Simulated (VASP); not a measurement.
# CsBr (Pm-3m) in VASP: notebook

The runs below take CsBr through single point, with PBEsol.

Program: VASP 6.6.1. These are calculated values, not measurements. Logs are shortened: lines on timing, memory, paths and dates and some standing lists are left out, and cuts for length are marked.

### Step 1. The cell of the first run

Symmetry: Pm-3m, No. 221, cubic system. The conventional cell has a = 3.756 Å, b = 3.756 Å, c = 3.756 Å, α = 90.00°, β = 90.00°, γ = 90.00°. Cs (site symmetry m-3m) has 8 Br at 3.25 Å and 6 Cs at 3.76 Å within 4.3 Å. Within 4.3 Å of Br (site symmetry m-3m) lie 8 Cs at 3.25 Å and 6 Br at 3.76 Å.

### Step 2. Single point, PBEsol

Contents of INCAR:

```
ALGO = Normal
EDIFF = 1E-6
ENCUT = 500
GGA = PS
GGA_COMPAT = F
ISIF = 2
ISMEAR = 0
LASPH = T
LCHARG = T
LELF = T
LREAL = F
LVHAR = T
LWAVE = F
NBANDS = 15
NELM = 120
PREC = Accurate
SIGMA = 0.01
```

Contents of KPOINTS:

```
k-points
0
Gamma
  6 6 6
```

Contents of POSCAR:

```
CsBr
1.0
    3.7557640099      0.0000000000      0.0000000000
    0.0000000000      3.7557640099      0.0000000000
    0.0000000000      0.0000000000      3.7557640099
Cs Br
1 1
Direct
    0.0000000000      0.0000000000      0.0000000000
    0.5000000000      0.5000000000      0.5000000000
```

Potentials or basis: VASP PAW PBE potentials, release 64 (Cs_sv, Br).

Started as:

```sh
$ cat potpaw_PBE.64/Cs_sv/POTCAR potpaw_PBE.64/Br/POTCAR > POTCAR
$ mpirun -np 1 vasp_std > vasp.out
```

OUTCAR:

```text
EDIFF = 1E-6
   ENCUT = 500
   GGA = PS
   ISIF = 2
   ISMEAR = 0
   LASPH = T
   LREAL = F
   NELM = 120
   PREC = Accurate

 ion  position               nearest neighbor table
   1  0.000  0.000  0.000-
   2  0.500  0.500  0.500-

  LATTYP: Found a simple cubic cell.
 ALAT       =     3.7557640099

  Lattice vectors:

 A1 = (   3.7557640099,   0.0000000000,   0.0000000000)
 A2 = (   0.0000000000,   3.7557640099,   0.0000000000)
 A3 = (   0.0000000000,   0.0000000000,   3.7557640099)

Analysis of symmetry for initial positions (statically):
=====================================================================
 Subroutine PRICEL returns:
 Original cell was already a primitive cell.

 Routine SETGRP: Setting up the symmetry group for a
 simple cubic supercell.

 Subroutine GETGRP returns: Found 48 space group operations
 (whereof 48 operations were pure point group operations)
 out of a pool of 48 trial point group operations.

The static configuration has the point symmetry O_h .

Analysis of symmetry for dynamics (positions and initial velocities):
=====================================================================
 Subroutine PRICEL returns:
 Original cell was already a primitive cell.

 Routine SETGRP: Setting up the symmetry group for a
 simple cubic supercell.

 Subroutine GETGRP returns: Found 48 space group operations
 (whereof 48 operations were pure point group operations)
 out of a pool of 48 trial point group operations.

The dynamic configuration has the point symmetry O_h .

 Subroutine INISYM returns: Found 48 space group operations
 (whereof 48 operations are pure point group operations),
 and found     1 'primitive' translations

----------------------------------------------------------------------------------------

                                     Primitive cell

  volume of cell :      52.9779

  direct lattice vectors                    reciprocal lattice vectors
     3.755764010  0.000000000  0.000000000     0.266257411  0.000000000  0.000000000
     0.000000000  3.755764010  0.000000000     0.000000000  0.266257411  0.000000000
     0.000000000  0.000000000  3.755764010     0.000000000  0.000000000  0.266257411

  length of vectors
     3.755764010  3.755764010  3.755764010     0.266257411  0.266257411  0.266257411

  position of ions in fractional coordinates (direct lattice)
     0.000000000  0.000000000  0.000000000
     0.500000000  0.500000000  0.500000000

  ion indices of the primitive-cell ions
   primitive index   ion index
                 1           1
                 2           2

----------------------------------------------------------------------------------------

 KPOINTS: k-points

Automatic generation of k-mesh.
 Grid dimensions read from file:
 generate k-points for:    6    6    6

 Generating k-lattice:

  Cartesian coordinates                     Fractional coordinates (reciprocal lattice)
     0.044376235  0.000000000  0.000000000     0.166666667  0.000000000  0.000000000
     0.000000000  0.044376235  0.000000000     0.000000000  0.166666667  0.000000000
     0.000000000  0.000000000  0.044376235     0.000000000  0.000000000  0.166666667

  Length of vectors
     0.044376235  0.044376235  0.044376235

  Shift w.r.t. Gamma in fractional coordinates (k-lattice)
     0.000000000  0.000000000  0.000000000

 Subroutine IBZKPT returns following result:
 ===========================================

 Found     20 irreducible k-points:

 Following reciprocal coordinates:
            Coordinates               Weight
  0.000000  0.000000  0.000000      1.000000
  0.166667  0.000000  0.000000      6.000000
  0.333333  0.000000  0.000000      6.000000
  0.500000  0.000000  0.000000      3.000000
  0.166667  0.166667  0.000000     12.000000
  0.333333  0.166667  0.000000     24.000000
[... 12 lines left out ...]
  0.500000  0.500000  0.333333      6.000000
  0.500000  0.500000  0.500000      1.000000
   k-points           NKPTS =     20   k-points in BZ     NKDIM =     20   number of bands    NBANDS=     15
   number of dos      NEDOS =    301   number of ions     NIONS =      2
   total plane-waves  NPLWV =  21952
   dimension x,y,z NGX =    28 NGY =   28 NGZ =   28
   dimension x,y,z NGXF=    56 NGYF=   56 NGZF=   56
   ions per type =               1   1
   NGX,Y,Z   is equivalent  to a cutoff of  12.39, 12.39, 12.39 a.u.
   NGXF,Y,Z  is equivalent  to a cutoff of  24.79, 24.79, 24.79 a.u.
 SYSTEM =  unknown system
   PREC   = accura    normal or accurate (medium, high low for compatibility)
   ISTART =      0    job   : 0-new  1-cont  2-samecut
   ICHARG =      2    charge: 1-file 2-atom 10-const
   ISPIN  =      1    spin polarized calculation?
   LNONCOLLINEAR =      F non collinear calculations
   LSORBIT =      F    spin-orbit coupling
   LASPH  =      T    aspherical Exc in radial PAW
   ENCUT  =  500.0 eV  36.75 Ry    6.06 a.u.   6.85  6.85  6.85*2*pi/ulx,y,z
   NELM   =    120;   NELMIN=  2; NELMDL= -5     # of ELM steps
   EDIFF  = 0.1E-05   stopping-criterion for ELM
   LREAL  =      F    real-space projection
   EDIFFG = 0.1E-04   stopping-criterion for IOM
   NSW    =      0    number of steps for IOM
   IBRION =     -1    ionic relax: 0-MD 1-quasi-New 2-CG
   NFREE  =      0    steps in history (QN), initial steepest desc. (CG)
   ISIF   =      2    stress and relaxation
   ISYM   =      2    0-nonsym 1-usesym 2-fastsym
   POTIM  = 0.5000    time-step for ionic-motion
   TEBEG  =    0.0;   TEEND  =   0.0 temperature during run
   PSTRESS=    0.0 pullay stress
   NELECT =      16.0000    total number of electrons
   NUPDOWN=      -1.0000    fix difference up-down
   EMIN   =  10.00;   EMAX   =-10.00  energy-range for DOS
   EFERMI =   0.00;   METHOD = LEGACY
   ISMEAR =     0;   SIGMA  =   0.01  broadening in eV -4-tet -1-fermi 0-gaus
   EFERMI_NEDOS =   21; number of points for ismear=-14 and -15
   IALGO  =     38    algorithm
   IMIX   =      4    mixing-type and parameters
     AMIX     =   0.40;   BMIX     =  1.00
     AMIX_MAG =   1.60;   BMIX_MAG =  1.00
  volume/ion in A,a.u.               =      26.49       178.76
  Fermi-wavevector in a.u.,A,eV,Ry     =   1.098373  2.075624 16.414386  1.206423
  Thomas-Fermi vector in A             =   2.234749
   LORBIT       =      0    0 simple, 1 ext, 2 COOP (PROOUT), +10 PAW based schemes
   GGA     = PS    functional components
   LHFCALC =     F    Hartree Fock is set to
   AEXX    =    0.0000 exact exchange contribution
   IVDW    =     0    specifies the selected vdW correction
   LEPSILON=     F    determine dielectric tensor
   LRPA    =     F    only Hartree local field effects (RPA)
 non-spin polarized calculation
 Gauss-broadening in eV      SIGMA  =   0.01
  energy-cutoff  :      500.00
  volume of cell :       52.98
 maximum number of plane-waves:      1376
 NGX is ok and might be reduce to    28
   NGX = 13   NGY = 13   NGZ = 13

 number of electron      15.9999999 magnetization

 Free energy of the ion-electron system (eV)
  ---------------------------------------------------
  ext. energy  EPLUGINS =         0.00000000
  ---------------------------------------------------
  free energy    TOTEN  =        -5.56500439 eV

  energy without entropy =       -5.56500439  energy(sigma->0) =       -5.56500439

 E-fermi :   2.5623     XC(G=0): -10.1798

 val. band max:        2.4903552994   @ k =   0.0000   0.0000   0.0000
 cond. band min:       6.1168767215   @ k =   0.0000   0.0000   0.0000
 fundamental gap:      3.6265214222
 Fermi energy:         2.5622905288

 k-point     1 :       0.0000    0.0000    0.0000
  band No.  band energies     occupation
      1     -17.5238      2.00000
      2     -10.7867      2.00000
      3      -3.7808      2.00000
      4      -3.7808      2.00000
      5      -3.7808      2.00000
      6       2.4904      2.00000
      7       2.4904      2.00000
      8       2.4904      2.00000
      9       6.1169      0.00000
     10       6.1169      0.00000
     11       8.7518      0.00000
     12      12.4400      0.00000
     13      12.4400      0.00000
     14      12.4400      0.00000
     15      15.6920      0.00000

 k-point     2 :       0.1667    0.0000    0.0000
  band No.  band energies     occupation
      1     -17.4512      2.00000
      2     -10.8802      2.00000
      3      -3.9804      2.00000
      4      -3.6748      2.00000
      5      -3.6748      2.00000
      6       1.6643      2.00000
      7       2.2688      2.00000
      8       2.2688      2.00000
      9       6.3755      0.00000
     10       7.2325      0.00000
     11       9.7540      0.00000
     12      12.2709      0.00000
     13      12.2709      0.00000
     14      12.6760      0.00000
     15      13.5291      0.00000

 k-point     3 :       0.3333    0.0000    0.0000
  band No.  band energies     occupation
      1     -17.2971      2.00000
      2     -11.0955      2.00000
      3      -4.2245      2.00000
      4      -3.4399      2.00000
      5      -3.4399      2.00000
      6       0.3866      2.00000
      7       1.8002      2.00000
      8       1.8002      2.00000
      9       7.0967      0.00000
     10       9.7928      0.00000
     11      11.1949      0.00000
     12      11.5102      0.00000
     13      12.3717      0.00000
     14      12.3717      0.00000
     15      13.3146      0.00000
[... 271 lines left out ...]
 k-point    19 :       0.5000    0.5000    0.3333
  band No.  band energies     occupation
      1     -16.8588      2.00000
      2     -10.5267      2.00000
      3      -4.9611      2.00000
      4      -4.9611      2.00000
      5      -4.3725      2.00000
      6       0.0738      2.00000
      7       0.1300      2.00000
      8       0.1300      2.00000
      9      11.4063      0.00000
     10      11.4660      0.00000
     11      11.4773      0.00000
     12      11.4773      0.00000
     13      15.0426      0.00000
     14      15.0426      0.00000
     15      16.3967      0.00000

 k-point    20 :       0.5000    0.5000    0.5000
  band No.  band energies     occupation
      1     -16.8097      2.00000
      2     -10.4537      2.00000
      3      -4.7291      2.00000
      4      -4.7291      2.00000
      5      -4.7291      2.00000
      6      -0.3977      2.00000
      7      -0.3977      2.00000
      8      -0.3977      2.00000
      9      12.7571      0.00000
     10      12.7571      0.00000
     11      12.7571      0.00000
     12      13.6802      0.00000
     13      13.6802      0.00000
     14      13.6802      0.00000
     15      16.5101      0.00000

------------------------ aborting loop because EDIFF is reached ----------------------------------------

  FORCE on cell =-STRESS in cart. coord.  units (eV):
  Direction    XX          YY          ZZ          XY          YZ          ZX
  --------------------------------------------------------------------------------------
  -------------------------------------------------------------------------------------
  Total        5.0961992      5.0961992      5.0961992      0.0000000      0.0000000     -0.0000000
  in kB      154.1210952    154.1210952    154.1210952      0.0000000      0.0000000     -0.0000000
  external PRESSURE =     154.1210952 kB  Pullay stress =       0.0000000 kB

 VOLUME and BASIS-vectors are now :
 -----------------------------------------------------------------------------
  energy-cutoff  :      500.00
  volume of cell :       52.98
      direct lattice vectors                 reciprocal lattice vectors
     3.755764010  0.000000000  0.000000000     0.266257411  0.000000000  0.000000000
     0.000000000  3.755764010  0.000000000     0.000000000  0.266257411  0.000000000
     0.000000000  0.000000000  3.755764010     0.000000000  0.000000000  0.266257411

 POSITION                                       TOTAL-FORCE (eV/Angst)
 -----------------------------------------------------------------------------------
      0.00000      0.00000      0.00000         0.000000      0.000000      0.000000
      1.87788      1.87788      1.87788         0.000000      0.000000      0.000000
 -----------------------------------------------------------------------------------
    total drift:                                0.000000      0.000000      0.000000

  FREE ENERGIE OF THE ION-ELECTRON SYSTEM (eV)
  ---------------------------------------------------
  free  energy   TOTEN  =        -5.5650043943 eV

  energy  without entropy=       -5.5650043943  energy(sigma->0) =       -5.56500439
```

Run time: 8.7 s. Hardware: 1 thread of AMD EPYC 9R45 (Zen 5), shared host; peak memory 0.13 GiB.

Results:

```
Free energy            : -5.5650 eV
Pressure               : 15.4 GPa
Band gap on the k mesh : 3.63 eV, direct
```

Caveat: the PAW data sets were made with another functional, which shifts forces and pressure a little; spin-orbit coupling is left out, which moves the levels of the heavy elements.

### Step 3. Single point, PBEsol

This run uses another cell than the first one, of 28.47 Å³/atom, 1.075 times its volume.

Contents of INCAR:

```
ALGO = Normal
EDIFF = 1E-6
ENCUT = 500
GGA = PS
GGA_COMPAT = False
ISIF = 2
ISMEAR = 0
LASPH = True
LCHARG = True
LELF = True
LREAL = False
LVHAR = True
LWAVE = False
NBANDS = 15
NELM = 120
PREC = Accurate
SIGMA = 0.01
```

KPOINTS is that of step 2.

Contents of POSCAR:

```
CsBr
1.0
    3.8473120391      0.0000000000      0.0000000000
    0.0000000000      3.8473120391      0.0000000000
    0.0000000000      0.0000000000      3.8473120391
Cs Br
1 1
Direct
    0.0000000000      0.0000000000      0.0000000000
    0.5000000000      0.5000000000      0.5000000000
```

Potentials or basis: VASP PAW PBE potentials, release 64 (Cs_sv, Br).

Started as:

```sh
$ cat potpaw_PBE.64/Cs_sv/POTCAR potpaw_PBE.64/Br/POTCAR > POTCAR
$ mpirun -np 1 vasp_std > vasp.out
```

It took 9 s on 1 thread of AMD EPYC 9R45 (Zen 5), shared host; peak memory 0.13 GiB.

It converged, with:

| Item | Value |
| --- | --- |
| Free energy | -5.8801 eV |
| Pressure | 10.3 GPa |
| Band gap on the k mesh | 3.95 eV, direct |

Levels at points of the mesh, in eV from the valence-band top:
```tsv
k point	band 5	band 6	band 7	band 8	band 9	band 10	band 11	band 12
(0.00, 0.00, 0.00)	-6.18	0.00	0.00	0.00	3.95	3.95	5.82	9.85
(0.50, 0.00, 0.00)	-5.81	-2.37	-0.74	-0.74	5.45	7.72	8.73	9.57
(0.50, 0.50, 0.00)	-5.62	-0.69	-0.69	-0.30	5.01	5.33	7.08	7.08
(0.50, 0.50, 0.50)	-7.01	-2.47	-2.47	-2.47	9.87	9.87	9.87	10.75
```

Caveat: the PAW data sets were made with another functional, which shifts forces and pressure a little; spin-orbit coupling is left out, which moves the levels of the heavy elements.

(Continued in part 2 of 2.)
